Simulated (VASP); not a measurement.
# Ge (I4_1/amd) in VASP: notebook

Runs on Ge. Level: PBE+D3(BJ). Tasks: single point, relaxation of cell and atoms.

Program: VASP 6.6.1. These are calculated values, not measurements. Logs are shortened: lines on timing, memory, paths and dates and some standing lists are left out, and cuts for length are marked.

## (1) The cell of the first run

Symmetry: I4_1/amd, No. 141, tetragonal system. The conventional cell has a = 5.141 Å, b = 5.141 Å, c = 2.802 Å, α = 90.00°, β = 90.00°, γ = 90.00°. Within 3.5 Å of Ge (site symmetry -4m2) lie 10 Ge at 2.66 to 3.32 Å.

## (2) Single point, PBE+D3(BJ)

Input file INCAR:

```
PREC     = Accurate       # precision mode
ENCUT    = 520            # plane-wave cutoff, eV
EDIFF    = 1E-7           # SCF threshold, eV
ISMEAR   = 0              # smearing method
SIGMA    = 0.1            # smearing width, eV
LREAL    = False          # projectors in reciprocal space
LASPH    = True           # aspherical terms in the spheres
NELM     = 100            # most SCF steps
ALGO     = Normal         # electronic algorithm
ISIF     = 2              # what is computed and relaxed
LWAVE    = False          # write WAVECAR
LCHARG   = True           # write CHGCAR
GGA      = PE             # functional
IVDW     = 12             # dispersion correction
LELF     = True           # ELF
LVHAR    = True         
NBANDS   = 21             # bands
```

Input file KPOINTS:

```
Automatic mesh
0
Gamma
  16 16 16
```

Input file POSCAR:

```
Ge
1.0
   -2.5702811299      2.5702811299      1.4010559354
    2.5702811299     -2.5702811299      1.4010559354
    2.5702811299      2.5702811299     -1.4010559354
Ge
2
Direct
    0.2500000000      0.7500000000      0.5000000000
    0.5000000000      0.5000000000      0.0000000000
```

Potentials or basis: VASP PAW PBE potentials, release 64 (Ge_d).

The run is started by

```
$ cat potpaw_PBE.64/Ge_d/POTCAR > POTCAR
$ mpirun -np 1 vasp_std > vasp.out
```

OUTCAR:

```text
PREC = Accurate
   ENCUT = 520
   EDIFF = 1E-7
   ISMEAR = 0
   LREAL = False
   LASPH = True
   NELM = 100
   ISIF = 2
   GGA = PE
   IVDW = 12
 IVDW          = 12

 ion  position               nearest neighbor table
   1  0.250  0.750  0.500-   2 2.66   2 2.66   2 2.66   2 2.66
   2  0.500  0.500  0.000-   1 2.66   1 2.66   1 2.66   1 2.66

  LATTYP: Found a body centered tetragonal cell.
 ALAT       =     5.1405622598
 C/A-ratio  =     0.5450983237

  Lattice vectors:

 A1 = (  -2.5702811299,   2.5702811299,   1.4010559354)
 A2 = (   2.5702811299,  -2.5702811299,   1.4010559354)
 A3 = (   2.5702811299,   2.5702811299,  -1.4010559354)

Analysis of symmetry for initial positions (statically):
=====================================================================
 Subroutine PRICEL returns:
 Original cell was already a primitive cell.

 Routine SETGRP: Setting up the symmetry group for a
 body centered tetragonal supercell.

 Subroutine GETGRP returns: Found 16 space group operations
 (whereof  8 operations were pure point group operations)
 out of a pool of 16 trial point group operations.

The static configuration has the point symmetry D_2d.
 The point group associated with its full space group is D_4h.

Analysis of symmetry for dynamics (positions and initial velocities):
=====================================================================
 Subroutine PRICEL returns:
 Original cell was already a primitive cell.

 Routine SETGRP: Setting up the symmetry group for a
 body centered tetragonal supercell.

 Subroutine GETGRP returns: Found 16 space group operations
 (whereof  8 operations were pure point group operations)
 out of a pool of 16 trial point group operations.

The dynamic configuration has the point symmetry D_2d.
 The point group associated with its full space group is D_4h.

 Subroutine INISYM returns: Found 16 space group operations
 (whereof  8 operations are pure point group operations),
 and found     1 'primitive' translations

----------------------------------------------------------------------------------------

                                     Primitive cell

  volume of cell :      37.0234

  direct lattice vectors                    reciprocal lattice vectors
    -2.570281130  2.570281130  1.401055935     0.000000000  0.194531250  0.356873689
     2.570281130 -2.570281130  1.401055935     0.194531250  0.000000000  0.356873689
     2.570281130  2.570281130 -1.401055935     0.194531250  0.194531250  0.000000000

  length of vectors
     3.895593396  3.895593396  3.895593396     0.406449550  0.406449550  0.275108731

  position of ions in fractional coordinates (direct lattice)
     0.250000000  0.750000000  0.500000000
     0.500000000  0.500000000  0.000000000

  ion indices of the primitive-cell ions
   primitive index   ion index
                 1           1
                 2           2

----------------------------------------------------------------------------------------

 KPOINTS: Automatic mesh

Automatic generation of k-mesh.
 Grid dimensions read from file:
 generate k-points for:   16   16   16

 Generating k-lattice:

  Cartesian coordinates                     Fractional coordinates (reciprocal lattice)
     0.000000000  0.012158203  0.022304606     0.062500000  0.000000000  0.000000000
     0.012158203  0.000000000  0.022304606     0.000000000  0.062500000  0.000000000
     0.012158203  0.012158203  0.000000000     0.000000000  0.000000000  0.062500000

  Length of vectors
     0.025403097  0.025403097  0.017194296

  Shift w.r.t. Gamma in fractional coordinates (k-lattice)
     0.000000000  0.000000000  0.000000000

 Subroutine IBZKPT returns following result:
 ===========================================

 Found    349 irreducible k-points:

 Following reciprocal coordinates:
            Coordinates               Weight
  0.000000  0.000000  0.000000      1.000000
  0.062500  0.000000  0.000000      8.000000
  0.125000  0.000000  0.000000      8.000000
  0.187500 -0.000000  0.000000      8.000000
  0.250000  0.000000  0.000000      8.000000
  0.312500  0.000000  0.000000      8.000000
[... 16 lines left out ...]
 -0.125000  0.062500  0.000000     16.000000
 -0.062500  0.062500  0.000000      4.000000
 [... further k-points ...]
   k-points           NKPTS =    349   k-points in BZ     NKDIM =    349   number of bands    NBANDS=     21
   number of dos      NEDOS =    301   number of ions     NIONS =      2
   total plane-waves  NPLWV =  27000
   dimension x,y,z NGX =    30 NGY =   30 NGZ =   30
   dimension x,y,z NGXF=    60 NGYF=   60 NGZF=   60
   ions per type =               2
   NGX,Y,Z   is equivalent  to a cutoff of  12.80, 12.80, 12.80 a.u.
   NGXF,Y,Z  is equivalent  to a cutoff of  25.61, 25.61, 25.61 a.u.
 SYSTEM =  unknown system
   PREC   = accura    normal or accurate (medium, high low for compatibility)
   ISTART =      0    job   : 0-new  1-cont  2-samecut
   ICHARG =      2    charge: 1-file 2-atom 10-const
   ISPIN  =      1    spin polarized calculation?
   LNONCOLLINEAR =      F non collinear calculations
   LSORBIT =      F    spin-orbit coupling
   LASPH  =      T    aspherical Exc in radial PAW
   ENCUT  =  520.0 eV  38.22 Ry    6.18 a.u.   7.24  7.24  7.24*2*pi/ulx,y,z
   NELM   =    100;   NELMIN=  2; NELMDL= -5     # of ELM steps
   EDIFF  = 0.1E-06   stopping-criterion for ELM
   LREAL  =      F    real-space projection
   EDIFFG = 0.1E-05   stopping-criterion for IOM
   NSW    =      0    number of steps for IOM
   IBRION =     -1    ionic relax: 0-MD 1-quasi-New 2-CG
   NFREE  =      0    steps in history (QN), initial steepest desc. (CG)
   ISIF   =      2    stress and relaxation
   ISYM   =      2    0-nonsym 1-usesym 2-fastsym
   POTIM  = 0.5000    time-step for ionic-motion
   TEBEG  =    0.0;   TEEND  =   0.0 temperature during run
   PSTRESS=    0.0 pullay stress
   NELECT =      28.0000    total number of electrons
   NUPDOWN=      -1.0000    fix difference up-down
   EMIN   =  10.00;   EMAX   =-10.00  energy-range for DOS
   EFERMI =   0.00;   METHOD = LEGACY
   ISMEAR =     0;   SIGMA  =   0.10  broadening in eV -4-tet -1-fermi 0-gaus
   EFERMI_NEDOS =   21; number of points for ismear=-14 and -15
   IALGO  =     38    algorithm
   IMIX   =      4    mixing-type and parameters
     AMIX     =   0.40;   BMIX     =  1.00
     AMIX_MAG =   1.60;   BMIX_MAG =  1.00
  volume/ion in A,a.u.               =      18.51       124.92
  Fermi-wavevector in a.u.,A,eV,Ry     =   1.491541  2.818604 30.268817  2.224695
  Thomas-Fermi vector in A             =   2.604183
   LORBIT       =      0    0 simple, 1 ext, 2 COOP (PROOUT), +10 PAW based schemes
   GGA     = PE    functional components
   LHFCALC =     F    Hartree Fock is set to
   AEXX    =    0.0000 exact exchange contribution
   IVDW    =    12    specifies the selected vdW correction
   LEPSILON=     F    determine dielectric tensor
   LRPA    =     F    only Hartree local field effects (RPA)
 non-spin polarized calculation
 Gauss-broadening in eV      SIGMA  =   0.10
  energy-cutoff  :      520.00
  volume of cell :       37.02
 maximum number of plane-waves:      1021
 NGX is ok and might be reduce to    30
   NGX = 15   NGY = 15   NGZ = 15

 number of electron      28.0000026 magnetization

 Free energy of the ion-electron system (eV)
  ---------------------------------------------------
  ext. energy  EPLUGINS =         0.00000000
  ---------------------------------------------------
  free energy    TOTEN  =        -8.56394292 eV

  energy without entropy =       -8.56074440  energy(sigma->0) =       -8.56234366

 E-fermi :   6.8317     XC(G=0): -11.3231

 val. band max:        6.8248295912   @ k =  -0.0625   0.3125   0.0625
 cond. band min:       6.8456622884   @ k =   0.4375   0.3750   0.0000
 fundamental gap:      0.0208326973
 Fermi energy:         6.8317375792

 k-point     1 :       0.0000    0.0000    0.0000
  band No.  band energies     occupation
      1     -17.9506      2.00000
      2     -17.9048      2.00000
      3     -17.8747      2.00000
      4     -17.8724      2.00000
      5     -17.7696      2.00000
      6     -17.7696      2.00000
[... 13 lines left out ...]
     20      18.4148      0.00000
     21      19.3701      0.00000

 k-point     2 :       0.0625    0.0000    0.0000
  band No.  band energies     occupation
      1     -17.9492      2.00000
      2     -17.8996      2.00000
      3     -17.8726      2.00000
      4     -17.8661      2.00000
      5     -17.7740      2.00000
      6     -17.7735      2.00000
[... 13 lines left out ...]
     20      18.4532      0.00000
     21      19.5593      0.00000

 k-point     3 :       0.1250    0.0000    0.0000
  band No.  band energies     occupation
      1     -17.9445      2.00000
      2     -17.8854      2.00000
      3     -17.8669      2.00000
      4     -17.8495      2.00000
      5     -17.7838      2.00000
      6     -17.7798      2.00000
[... 13 lines left out ...]
     20      17.6679      0.00000
     21      18.1581      0.00000

 k-point     4 :       0.1875   -0.0000    0.0000
  band No.  band energies     occupation
      1     -17.9370      2.00000
      2     -17.8662      2.00000
      3     -17.8583      2.00000
      4     -17.8305      2.00000
      5     -17.7961      2.00000
      6     -17.7810      2.00000
[... 13 lines left out ...]
     20      16.5345      0.00000
     21      17.4991      0.00000

 k-point     5 :       0.2500    0.0000    0.0000
  band No.  band energies     occupation
      1     -17.9280      2.00000
      2     -17.8497      2.00000
      3     -17.8491      2.00000
      4     -17.8221      2.00000
      5     -17.8081      2.00000
      6     -17.7792      2.00000
[... 13 lines left out ...]
     20      15.6348      0.00000
     21      17.6335      0.00000
[... 382 lines left out ...]
     20      16.9194      0.00000
     21      17.4179      0.00000

 k-point    22 :      -0.1875    0.0625   -0.0000
  band No.  band energies     occupation
      1     -17.9389      2.00000
      2     -17.8870      2.00000
      3     -17.8618      2.00000
      4     -17.8544      2.00000
      5     -17.7832      2.00000
      6     -17.7753      2.00000
[... 13 lines left out ...]
     20      17.8394      0.00000
     21      18.2466      0.00000

 k-point    23 :      -0.1250    0.0625    0.0000
  band No.  band energies     occupation
      1     -17.9451      2.00000
      2     -17.9005      2.00000
      3     -17.8693      2.00000
      4     -17.8685      2.00000
      5     -17.7746      2.00000
      6     -17.7710      2.00000
[... 13 lines left out ...]
     20      18.7186      0.00000
     21      19.4073      0.00000

 k-point    24 :      -0.0625    0.0625    0.0000
  band No.  band energies     occupation
      1     -17.9486      2.00000
      2     -17.9052      2.00000
      3     -17.8738      2.00000
      4     -17.8727      2.00000
      5     -17.7705      2.00000
      6     -17.7685      2.00000
[... 13 lines left out ...]
     20      18.7263      0.00000
     21      19.3350      0.00000

 [... further k-points ...]

------------------------ aborting loop because EDIFF is reached ----------------------------------------

 Edisp (eV)   -0.71929

 E8    (eV) :    -0.3191

  FORCE on cell =-STRESS in cart. coord.  units (eV):
  Direction    XX          YY          ZZ          XY          YZ          ZX
  --------------------------------------------------------------------------------------
  -------------------------------------------------------------------------------------
  Total       0.00544     0.00544     0.00957     0.00000    -0.00000     0.00000
  in kB       0.23540     0.23540     0.41419     0.00000    -0.00000     0.00000
  external pressure =        0.29 kB  Pullay stress =        0.00 kB

 VOLUME and BASIS-vectors are now :
 -----------------------------------------------------------------------------
  energy-cutoff  :      520.00
  volume of cell :       37.02
      direct lattice vectors                 reciprocal lattice vectors
    -2.570281130  2.570281130  1.401055935     0.000000000  0.194531250  0.356873689
     2.570281130 -2.570281130  1.401055935     0.194531250  0.000000000  0.356873689
     2.570281130  2.570281130 -1.401055935     0.194531250  0.194531250  0.000000000

 POSITION                                       TOTAL-FORCE (eV/Angst)
 -----------------------------------------------------------------------------------
      2.57028     -0.00000      0.70053         0.000000     -0.000000     -0.000000
      0.00000      0.00000      1.40106        -0.000000      0.000000      0.000000
 -----------------------------------------------------------------------------------
    total drift:                                0.000000     -0.000000      0.000000

  FREE ENERGIE OF THE ION-ELECTRON SYSTEM (eV)
  ---------------------------------------------------
  free  energy   TOTEN  =        -9.2832339928 eV

  energy  without entropy=       -9.2800354747  energy(sigma->0) =       -9.28163473
```

It took 2.5 min on 1 thread of AMD EPYC 9R45 (Zen 5), shared host; peak memory 0.31 GiB.

Results:

- Free energy: -9.2832 eV
- Pressure: 0.0 GPa
- Band gap on the k mesh: zero (band 14 reaches 8.80 eV, above the bottom of band 15 at 3.47 eV)
- Dispersion energy per atom: -0.360 eV

Caveat: pairwise dispersion overbinds metals, which lowers pressure and volume.

## (3) Relaxation of cell and atoms, PBE+D3(BJ)

This run uses another cell than the first one, of 19.29 Å³/atom, 1.042 times its volume.

Input file INCAR:

```
PREC = Accurate ; ENCUT = 600
EDIFF = 1E-6 ; ISMEAR = 0
SIGMA = 0.1 ; LREAL = F
LASPH = T ; NELM = 100
ALGO = Normal ; ISIF = 3
LWAVE = F ; LCHARG = F
GGA = PE ; IVDW = 12
IBRION = 2 ; NSW = 70
EDIFFG = -0.005
```

Input file KPOINTS:

```
regular mesh
0
Gamma
  16 16 16
```

Input file POSCAR:

```
Ge
1.0
   -2.6033005382      2.6033005382      1.4232407679
    2.6033005382     -2.6033005382      1.4232407679
    2.6033005382      2.6033005382     -1.4232407679
Ge
2
Direct
    0.2500000000      0.7500000000      0.5000000000
    0.5000000000      0.5000000000      0.0000000000
```

Potentials or basis: VASP PAW PBE potentials, release 64 (Ge_d).

The run is started by

```
$ cat potpaw_PBE.64/Ge_d/POTCAR > POTCAR
$ mpirun -np 1 vasp_std > vasp.out
```

It took 13 min on 1 thread of AMD EPYC 9R45 (Zen 5), shared host; peak memory 0.36 GiB.

The run converged. Its results:

```yaml
Free_energy: -9.2836 eV
Relaxed_volume: 18.51 Å³/atom
Relaxed_cell: a = 3.895 Å, b = 3.895 Å, c = 3.895 Å, α = 97.43°, β = 97.43°, γ = 137.85°
Space_group_after_relaxing_to_0.05_Å: I4_1/amd (No. 141)
Energy_gained_by_relaxing: 7.0 meV/atom
Ionic_steps: 11
Pressure_after_relaxing: 0.0 GPa
Band_gap_on_the_k_mesh: zero (band 14 reaches 8.80 eV, above the bottom of band 15 at 3.47 eV)
Dispersion_energy_per_atom: -0.360 eV
```

Step by step:
```csv
step,energy change (eV),largest force (eV/Å),pressure (GPa),volume (Å³)
1,0.0000,0.0000,-2.95,38.58
2,-0.0127,0.0000,0.67,36.63
3,-0.0139,0.0000,0.09,37.05
4,-0.0139,0.0000,-0.12,37.09
5,-0.0139,0.0000,-0.14,37.08
6,-0.0139,0.0000,-0.15,37.08
7,-0.0139,0.0000,0.16,37.01
8,-0.0139,0.0000,-0.04,37.05
9,-0.0139,0.0000,-0.05,37.04
10,-0.0139,0.0000,-0.08,37.02
11,-0.0139,0.0000,-0.01,37.02
```

Final structure:
```
Ge
1.0
    -2.57023    2.57023    1.40081
     2.57023   -2.57023    1.40081
     2.57023    2.57023   -1.40081
Ge
2
Direct
  0.25000 0.75000 0.50000
  0.50000 0.50000 0.00000
```

Levels at points of the mesh, in eV from the Fermi level:
| k point | band 10 | band 11 | band 12 | band 13 | band 14 | band 15 | band 16 | band 17 | band 18 |
| --- | --- | --- | --- | --- | --- | --- | --- | --- | --- |
| (0.00, 0.00, 0.00) | -24.46 | -13.34 | -4.03 | -2.35 | -2.35 | 3.28 | 7.62 | 7.62 | 8.07 |
| (0.50, 0.00, 0.00) | -24.51 | -8.10 | -6.43 | -2.65 | -2.02 | -1.40 | 2.46 | 3.56 | 5.51 |
| (0.50, 0.50, 0.00) | -24.55 | -10.58 | -10.58 | 0.61 | 0.61 | 1.94 | 1.94 | 7.45 | 7.45 |
| (0.50, 0.50, 0.50) | -24.59 | -8.88 | -8.88 | -5.94 | -5.94 | 6.06 | 6.06 | 11.07 | 11.07 |

Caveat: pairwise dispersion overbinds metals, which lowers pressure and volume.
